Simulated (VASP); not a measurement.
# MgCd2S3 (P3m1) in VASP: single point with r2SCAN

Aim: the single point of MgCd2S3 with r2SCAN.

All numbers are computed with VASP 6.6.1; they aren't measurements. Logs are shortened: lines on timing, memory, paths and dates and some standing lists are left out, and cuts for length are marked.

### Step 1. The cell of the first run

Symmetry: P3m1, No. 156, trigonal system. Conventional cell: a = 4.149 Å, b = 4.149 Å, c = 20.167 Å, α = 90.00°, β = 90.00°, γ = 120.00°. Within 3.3 Å of Mg (site symmetry 3m) lie 4 S at 2.47 to 2.50 Å. Within 3.3 Å of Mg (site symmetry 3m) lie 4 S at 2.47 to 2.50 Å. Cd (site symmetry 3m) has 4 S at 2.55 to 2.57 Å within 3.4 Å. Within 3.4 Å of Cd (site symmetry 3m) lie 4 S at 2.55 to 2.57 Å. Cd (site symmetry 3m) has 4 S at 2.55 to 2.57 Å within 3.4 Å. Cd (site symmetry 3m) has 4 S at 2.55 to 2.57 Å within 3.4 Å. Within 3.4 Å of S (site symmetry 3m) lie 4 Cd at 2.55 to 2.57 Å. S (site symmetry 3m) has 3 Mg at 2.50 Å and 1 Cd at 2.57 Å within 3.3 Å.

### Step 2. Single point, r2SCAN

POSCAR

```
MgCd2S3
1.0
    4.1485957195      0.0000000289      0.0000000000
   -2.0742978847      3.5927892687      0.0000000000
    0.0000000000      0.0000000000     20.1666349000
Mg Cd S
2 4 6
Direct
    0.0000000000      0.0000000000      0.5021990000
    0.0000000000      0.0000000000      0.8313280000
    0.6666666667      0.3333333333      0.9975510000
    0.6666666667      0.3333333333      0.3394960000
    0.6666666667      0.3333333333      0.6687140000
    0.0000000000      0.0000000000      0.1683100000
    0.6666666667      0.3333333333      0.1249470000
    0.6666666667      0.3333333333      0.4668760000
    0.6666666667      0.3333333333      0.7960030000
    0.0000000000      0.0000000000      0.2957820000
    0.0000000000      0.0000000000      0.6248320000
    0.0000000000      0.0000000000      0.9539630000
```

INCAR.step1

```
PREC = Accurate
ENCUT = 520
ISMEAR = 0
SIGMA = 0.02
LREAL = False
LASPH = True
NELM = 60
NBANDS = 56
GGA = PE
ALGO = Normal
EDIFF = 1E-4
LWAVE = True
LCHARG = False
```

INCAR.step2

```
PREC = Accurate
ENCUT = 520
EDIFF = 1E-7
ISMEAR = 0
SIGMA = 0.02
LREAL = False
LASPH = True
NELM = 60
ALGO = Normal
ISIF = 2
LWAVE = False
LCHARG = True
METAGGA = R2SCAN
LMIXTAU = True
LELF = True
LVHAR = True
NBANDS = 56
ISTART = 1
```

KPOINTS

```
Automatic mesh
0
Gamma
  6 6 2
```

Potentials or basis: VASP PAW PBE potentials, release 64 (Mg, Cd, S).

The run is started by

```bash
$ cat potpaw_PBE.64/Mg/POTCAR potpaw_PBE.64/Cd/POTCAR potpaw_PBE.64/S/POTCAR > POTCAR
$ cp INCAR.step1 INCAR
$ mpirun -np 1 vasp_std > vasp.out
$ cp INCAR.step2 INCAR
$ mpirun -np 1 vasp_std > vasp.out
```

OUTCAR:

```text
PREC = Accurate
   ENCUT = 520
   EDIFF = 1E-7
   ISMEAR = 0
   LREAL = False
   LASPH = True
   NELM = 60
   ISIF = 2
   METAGGA = R2SCAN
   ISTART = 1

 ion  position               nearest neighbor table
   1  0.000  0.000  0.502-  11 2.47   8 2.50   8 2.50   8 2.50
   2  0.000  0.000  0.831-  12 2.47   9 2.50   9 2.50   9 2.50
   3  0.667  0.333  0.998-  12 2.55  12 2.55  12 2.55   7 2.57
   4  0.667  0.333  0.339-  10 2.55  10 2.55  10 2.55   8 2.57
   5  0.667  0.333  0.669-  11 2.55  11 2.55  11 2.55   9 2.57
   6  0.000  0.000  0.168-   7 2.55   7 2.55   7 2.55  10 2.57
   7  0.667  0.333  0.125-   6 2.55   6 2.55   6 2.55   3 2.57
   8  0.667  0.333  0.467-   1 2.50   1 2.50   1 2.50   4 2.57
   9  0.667  0.333  0.796-   2 2.50   2 2.50   2 2.50   5 2.57
  10  0.000  0.000  0.296-   4 2.55   4 2.55   4 2.55   6 2.57
  11  0.000  0.000  0.625-   1 2.47   5 2.55   5 2.55   5 2.55
  12  0.000  0.000  0.954-   2 2.47   3 2.55   3 2.55   3 2.55

  LATTYP: Found a hexagonal cell.
 ALAT       =     4.1485957195
 C/A-ratio  =     4.8610749910

  Lattice vectors:

 A1 = (   4.1485957195,   0.0000000289,   0.0000000000)
 A2 = (  -2.0742978847,   3.5927892687,   0.0000000000)
 A3 = (   0.0000000000,   0.0000000000,  20.1666349000)

Analysis of symmetry for initial positions (statically):
=====================================================================
 Subroutine PRICEL returns:
 Original cell was already a primitive cell.

 Routine SETGRP: Setting up the symmetry group for a
 hexagonal supercell.

 Subroutine GETGRP returns: Found  6 space group operations
 (whereof  6 operations were pure point group operations)
 out of a pool of 24 trial point group operations.

The static configuration has the point symmetry C_3v.

Analysis of symmetry for dynamics (positions and initial velocities):
=====================================================================
 Subroutine PRICEL returns:
 Original cell was already a primitive cell.

 Routine SETGRP: Setting up the symmetry group for a
 hexagonal supercell.

 Subroutine GETGRP returns: Found  6 space group operations
 (whereof  6 operations were pure point group operations)
 out of a pool of 24 trial point group operations.

The dynamic configuration has the point symmetry C_3v.

 Subroutine INISYM returns: Found  6 space group operations
 (whereof  6 operations are pure point group operations),
 and found     1 'primitive' translations

----------------------------------------------------------------------------------------

                                     Primitive cell

  volume of cell :     300.5843

  direct lattice vectors                    reciprocal lattice vectors
     4.148595720  0.000000029  0.000000000     0.241045420  0.139167640  0.000000000
    -2.074297885  3.592789269  0.000000000    -0.000000002  0.278335277  0.000000000
     0.000000000  0.000000000 20.166634900     0.000000000  0.000000000  0.049586855

  length of vectors
     4.148595720  4.148595719 20.166634900     0.278335277  0.278335277  0.049586855

  position of ions in fractional coordinates (direct lattice)
     0.000000000  0.000000000  0.502199000
     0.000000000  0.000000000  0.831328000
     0.666666667  0.333333333  0.997551000
     0.666666667  0.333333333  0.339496000
     0.666666667  0.333333333  0.668714000
     0.000000000  0.000000000  0.168310000
     0.666666667  0.333333333  0.124947000
     0.666666667  0.333333333  0.466876000
     0.666666667  0.333333333  0.796003000
     0.000000000  0.000000000  0.295782000
     0.000000000  0.000000000  0.624832000
     0.000000000  0.000000000  0.953963000

  ion indices of the primitive-cell ions
   primitive index   ion index
                 1           1
                 2           2
                 3           3
                 4           4
                 5           5
                 6           6
                 7           7
                 8           8
                 9           9
                10          10
                11          11
                12          12

----------------------------------------------------------------------------------------

 KPOINTS: Automatic mesh

Automatic generation of k-mesh.
 Grid dimensions read from file:
 generate k-points for:    6    6    2

 Generating k-lattice:

  Cartesian coordinates                     Fractional coordinates (reciprocal lattice)
     0.040174237  0.023194607  0.000000000     0.166666667  0.000000000  0.000000000
    -0.000000000  0.046389213  0.000000000     0.000000000  0.166666667  0.000000000
     0.000000000  0.000000000  0.024793427     0.000000000  0.000000000  0.500000000

  Length of vectors
     0.046389213  0.046389213  0.024793427

  Shift w.r.t. Gamma in fractional coordinates (k-lattice)
     0.000000000  0.000000000  0.000000000

 Subroutine IBZKPT returns following result:
 ===========================================

 Found     14 irreducible k-points:

 Following reciprocal coordinates:
            Coordinates               Weight
  0.000000  0.000000  0.000000      1.000000
  0.166667  0.000000  0.000000      6.000000
  0.333333  0.000000  0.000000      6.000000
  0.500000 -0.000000  0.000000      3.000000
  0.166667  0.166667  0.000000      6.000000
  0.333333  0.166667  0.000000     12.000000
  0.333333  0.333333  0.000000      2.000000
  0.000000  0.000000  0.500000      1.000000
  0.166667  0.000000  0.500000      6.000000
  0.333333  0.000000  0.500000      6.000000
  0.500000 -0.000000  0.500000      3.000000
  0.166667  0.166667  0.500000      6.000000
  0.333333  0.166667  0.500000     12.000000
  0.333333  0.333333  0.500000      2.000000
   k-points           NKPTS =     14   k-points in BZ     NKDIM =     14   number of bands    NBANDS=     56
   number of dos      NEDOS =    301   number of ions     NIONS =     12
   total plane-waves  NPLWV = 153600
   dimension x,y,z NGX =    32 NGY =   32 NGZ =  150
   dimension x,y,z NGXF=    64 NGYF=   64 NGZF=  300
   ions per type =               2   4   6
   NGX,Y,Z   is equivalent  to a cutoff of  12.82, 12.82, 12.37 a.u.
   NGXF,Y,Z  is equivalent  to a cutoff of  25.65, 25.65, 24.73 a.u.
 SYSTEM =  unknown system
   PREC   = accura    normal or accurate (medium, high low for compatibility)
   ISTART =      1    job   : 0-new  1-cont  2-samecut
   ICHARG =      0    charge: 1-file 2-atom 10-const
   ISPIN  =      1    spin polarized calculation?
   LNONCOLLINEAR =      F non collinear calculations
   LSORBIT =      F    spin-orbit coupling
   LASPH  =      T    aspherical Exc in radial PAW
   ENCUT  =  520.0 eV  38.22 Ry    6.18 a.u.   7.71  7.71 37.50*2*pi/ulx,y,z
   NELM   =     60;   NELMIN=  2; NELMDL=  0     # of ELM steps
   EDIFF  = 0.1E-06   stopping-criterion for ELM
   LREAL  =      F    real-space projection
   EDIFFG = 0.1E-05   stopping-criterion for IOM
   NSW    =      0    number of steps for IOM
   IBRION =     -1    ionic relax: 0-MD 1-quasi-New 2-CG
   NFREE  =      0    steps in history (QN), initial steepest desc. (CG)
   ISIF   =      2    stress and relaxation
   ISYM   =      2    0-nonsym 1-usesym 2-fastsym
   POTIM  = 0.5000    time-step for ionic-motion
   TEBEG  =    0.0;   TEEND  =   0.0 temperature during run
   PSTRESS=    0.0 pullay stress
   NELECT =      88.0000    total number of electrons
   NUPDOWN=      -1.0000    fix difference up-down
   EMIN   =  10.00;   EMAX   =-10.00  energy-range for DOS
   EFERMI =   0.00;   METHOD = LEGACY
   ISMEAR =     0;   SIGMA  =   0.02  broadening in eV -4-tet -1-fermi 0-gaus
   EFERMI_NEDOS =   21; number of points for ismear=-14 and -15
   IALGO  =     38    algorithm
   IMIX   =      4    mixing-type and parameters
     AMIX     =   0.40;   BMIX     =  1.00
     AMIX_MAG =   1.60;   BMIX_MAG =  1.00
  volume/ion in A,a.u.               =      25.05       169.04
  Fermi-wavevector in a.u.,A,eV,Ry     =   1.087044  2.054215 16.077511  1.181664
  Thomas-Fermi vector in A             =   2.223194
   LORBIT       =      0    0 simple, 1 ext, 2 COOP (PROOUT), +10 PAW based schemes
   METAGGA = R2SCAN    functional components
   LHFCALC =     F    Hartree Fock is set to
   AEXX    =    0.0000 exact exchange contribution
   IVDW    =     0    specifies the selected vdW correction
   LEPSILON=     F    determine dielectric tensor
   LRPA    =     F    only Hartree local field effects (RPA)
 non-spin polarized calculation
 Gauss-broadening in eV      SIGMA  =   0.02
  energy-cutoff  :      520.00
  volume of cell :      300.58
 maximum number of plane-waves:      8157
 NGX is ok and might be reduce to    32
   NGX = 15   NGY = 15   NGZ = 75

 number of electron      88.0000004 magnetization

 Free energy of the ion-electron system (eV)
  ---------------------------------------------------
  ext. energy  EPLUGINS =         0.00000000
  ---------------------------------------------------
  free energy    TOTEN  =      -149.61405011 eV

  energy without entropy =     -149.61405011  energy(sigma->0) =     -149.61405011

 E-fermi :   1.0012     XC(G=0):  -9.2481

 val. band max:        0.8833823649   @ k =   0.0000   0.0000   0.0000
 cond. band min:       2.8809338480   @ k =   0.0000   0.0000   0.0000
 fundamental gap:      1.9975514830
 Fermi energy:         1.0011604566

 k-point     1 :       0.0000    0.0000    0.0000
  band No.  band energies     occupation
      1     -11.6784      2.00000
      2     -11.5505      2.00000
      3     -11.5302      2.00000
      4     -11.3700      2.00000
      5     -11.1946      2.00000
      6     -11.0858      2.00000
[... 815 lines left out ...]
     55       7.8771      0.00000
     56       7.9072      0.00000

------------------------ aborting loop because EDIFF is reached ----------------------------------------

  FORCE on cell =-STRESS in cart. coord.  units (eV):
  Direction    XX          YY          ZZ          XY          YZ          ZX
  --------------------------------------------------------------------------------------
  -------------------------------------------------------------------------------------
  Total       -2.2119091     -2.2119091     -2.2353087     -0.0000000     -0.0000000      0.0000000
  in kB      -11.7899391    -11.7899391    -11.9146639     -0.0000000     -0.0000000      0.0000000
  external PRESSURE =     -11.8315140 kB  Pullay stress =       0.0000000 kB

 VOLUME and BASIS-vectors are now :
 -----------------------------------------------------------------------------
  energy-cutoff  :      520.00
  volume of cell :      300.58
      direct lattice vectors                 reciprocal lattice vectors
     4.148595720  0.000000029  0.000000000     0.241045420  0.139167640  0.000000000
    -2.074297885  3.592789269  0.000000000    -0.000000002  0.278335277  0.000000000
     0.000000000  0.000000000 20.166634900     0.000000000  0.000000000  0.049586855

 POSITION                                       TOTAL-FORCE (eV/Angst)
 -----------------------------------------------------------------------------------
      0.00000      0.00000     10.12766         0.000000     -0.000000      0.035178
      0.00000      0.00000     16.76509        -0.000000     -0.000000      0.028198
      2.07430      1.19760     20.11725         0.000000     -0.000000      0.005632
      2.07430      1.19760      6.84649        -0.000000      0.000000     -0.009304
      2.07430      1.19760     13.48571         0.000000     -0.000000     -0.005268
      0.00000      0.00000      3.39425        -0.000000      0.000000     -0.001909
      2.07430      1.19760      2.51976         0.000000     -0.000000      0.003485
      2.07430      1.19760      9.41532        -0.000000     -0.000000      0.011742
      2.07430      1.19760     16.05270        -0.000000     -0.000000      0.012644
      0.00000      0.00000      5.96493        -0.000000     -0.000000     -0.002804
      0.00000      0.00000     12.60076        -0.000000     -0.000000     -0.039603
      0.00000      0.00000     19.23822        -0.000000     -0.000000     -0.037990
 -----------------------------------------------------------------------------------
    total drift:                               -0.000007      0.000004     -0.003535

  FREE ENERGIE OF THE ION-ELECTRON SYSTEM (eV)
  ---------------------------------------------------
  free  energy   TOTEN  =      -149.6140501102 eV

  energy  without entropy=     -149.6140501102  energy(sigma->0) =     -149.61405011
```

Run time: 31 min. Hardware: 1 thread of Intel Xeon Platinum 8124M at 3.00GHz (Skylake/Cascade Lake), shared host; peak memory 0.53 GiB.

What came out:

```yaml
Free_energy: -149.6141 eV
Pressure: -1.2 GPa
Largest_force: 0.040 eV/Å
Band_gap_on_the_k_mesh: 2.00 eV, direct
```

Forces on the atoms (eV/Å):
```
Mg   0.000  0.000  0.035
Mg   0.000  0.000  0.028
Cd   0.000  0.000  0.006
Cd   0.000  0.000 -0.009
Cd   0.000  0.000 -0.005
Cd   0.000  0.000 -0.002
S    0.000  0.000  0.003
S    0.000  0.000  0.012
S    0.000  0.000  0.013
S    0.000  0.000 -0.003
S    0.000  0.000 -0.040
S    0.000  0.000 -0.038
```

Caveat: the PAW data sets were made with another functional, which shifts forces and pressure a little. A k mesh can miss the band edges.
